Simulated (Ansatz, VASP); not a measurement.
# BeS in VASP and in Ansatz

Contents of INCAR:

```
  ALGO = Normal
  EDIFF = 1E-7
  ENCUT = 520
  GGA = PS
  ISIF = 2
  ISMEAR = 0
  LASPH = T
  LCHARG = T
  LELF = T
  LREAL = F
  LVHAR = T
  LWAVE = F
  NBANDS = 11
  NELM = 60
  PREC = Accurate
  SIGMA = 0.05
```

KPOINTS

```
k-points
0
Gamma
  10 10 10
```

POSCAR

```
BeS
1.0
    0.0000000000      2.3814325602      2.5801002819
    2.5801002819      0.0000000000      2.5801002819
    2.5801002819      2.3814325602      0.0000000000
Be S
1 1
Direct
    0.0000000000      0.0000000000      0.0000000000
    0.7500000000      0.7500000000      0.7500000000
```

Input for Ansatz:

```yaml
crystal:
  lattice:
    - [0.0, 2.3814325602, 2.5801002819]
    - [2.5801002819, 0.0, 2.5801002819]
    - [2.5801002819, 2.3814325602, 0.0]
  atoms:
    - { symbol: Be, position: [0.0, 0.0, 0.0] }
    - { symbol: S, position: [0.75, 0.75, 0.75] }
basis:
  ecutwfc: 520.0
kpoints:
  mp_grid: { grid: [10, 10, 10] }
hamiltonian:
  xc: pbesol
scf:
  occupations: { method: gaussian, width: 0.05 }
output:
  forces: true
  stress: true
  eigenvalues: true
```

Alike in both runs: task single point; functional PBEsol; k mesh 10 × 10 × 10; occupations gaussian, width 0.05 eV; no spin polarisation.

|  | VASP | Ansatz |
| --- | --- | --- |
| version | VASP 6.6.1 | Ansatz 0.2.0 |
| potentials or method | VASP PAW PBE potentials, release 64 (Be, S), cutoff 520 eV | scalar-relativistic, plane waves, PAW |
| valence electrons in the cell | 8 | 8 |

VASP gave:

```
gap on the k mesh at the Fermi level (eV)                     : 2.60
least direct gap on the mesh (eV)                             : 4.61
pressure (GPa)                                                : -8.8
traceless stress, the component that is largest in VASP (GPa) : 4.12
```

Q: What did Ansatz give for the same quantities?

A: gap on the k mesh at the Fermi level (eV): 2.60; least direct gap on the mesh (eV): 4.60; pressure (GPa): -9.0; traceless stress, the component that is largest in VASP (GPa): 4.14.

VASP's potentials were made for PBE, not for PBEsol.
